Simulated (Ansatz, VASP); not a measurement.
## BN in VASP and in Ansatz

```
B N
1.0
     0.00000    1.80481    1.66043
     1.80481    0.00000    1.66043
     1.80481    1.80481    0.00000
B N
1 1
Direct
  0.00000 0.00000 0.00000
  0.75000 0.75000 0.75000
```

Change from the starting cell: strain +0.000 along x and y, -0.080 along z, atoms carried along.

Alike in both runs: task single point; functional r2SCAN; k mesh 12 × 12 × 12; occupations gaussian, width 0.05 eV; no spin polarisation.

```csv
,VASP,Ansatz
version,VASP 6.6.1,Ansatz 0.2.0
potentials or method,"VASP PAW PBE potentials, release 64 (B, N), cutoff 520 eV","scalar-relativistic, plane waves, PAW"
valence electrons in the cell,8,8
```

Ansatz gave:

```
gap on the k mesh at the Fermi level (eV)                     : 3.60
least direct gap on the mesh (eV)                             : 9.16
pressure (GPa)                                                : 37.8
traceless stress, the component that is largest in VASP (GPa) : 34.17
```

Problem. Estimate VASP's values.

Solution. gap on the k mesh at the Fermi level (eV): 3.57; least direct gap on the mesh (eV): 9.12; pressure (GPa): 39.3; traceless stress, the component that is largest in VASP (GPa): 34.07.

VASP's potentials were made for PBE, not for r2SCAN. Both programs put the cell under a high pressure, so it lies far from rest at this level.
